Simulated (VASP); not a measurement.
Runs of VASP 6.6.1 on InGa2O. The structure is that of space group P4/mmm (No. 123), or close to it. The cells are those of the table. 

| task | spin | cell | k mesh | cutoff (eV) | gap on the mesh (eV) | pressure (GPa) | moment (μB) | largest force (eV/Å) |
| --- | --- | --- | --- | --- | --- | --- | --- | --- |
| relaxation of cell and atoms | off | relaxed from a = 2.837, b = 2.837, c = 9.770 Å, 4 atoms | 6 × 6 × 2 | 600 | none | 0.0 | - | - |
| single point | collinear, ferromagnetic start | a = 3.111, b = 3.111, c = 9.780 Å, 4 atoms | 6 × 6 × 2 | 520 | none | 0.2 | 0.00 | 0.02 |
| single point | off | a = 3.111, b = 3.111, c = 9.508 Å, 4 atoms | 14 × 14 × 6 | 520 | none | 0.0 | - | 0.02 |
| single point | collinear, ferromagnetic start | a = 2.837, b = 2.837, c = 9.770 Å, 4 atoms | 6 × 6 × 2 | 520 | none | (a) | 0.00 | 19.74 |
| single point | off | a = 3.111, b = 3.111, c = 9.780 Å, 4 atoms | 6 × 6 × 2 | 520 | none | 0.2 | - | 0.02 |
| single point | off | a = 2.837, b = 2.837, c = 9.770 Å, 4 atoms | 6 × 6 × 2 | 520 | none | 41.4 | - | 19.74 |

Alike in all rows: level PBE; potentials or basis VASP PAW PBE potentials, release 64 (In_d, Ga_d, O); smearing gaussian 0.1 eV.

**Question.** Fill in the values left out.

**Answer.** (a) 41.5.

Caveats: some runs use coarse meshes; spin-orbit coupling is left out, which moves the levels of the heavy elements; an odd number of electrons without spin polarisation forces a metal (some runs); a magnetic or distorted state may lie lower (some runs); forces of over 1 eV/Å act on the atoms, so gaps and moduli don't describe the material at rest (some runs).

A k mesh can miss the band edges, and the runs leave out spin-orbit coupling on Ga, In.

A gap of «none» marks levels without a gap at the run's occupations.
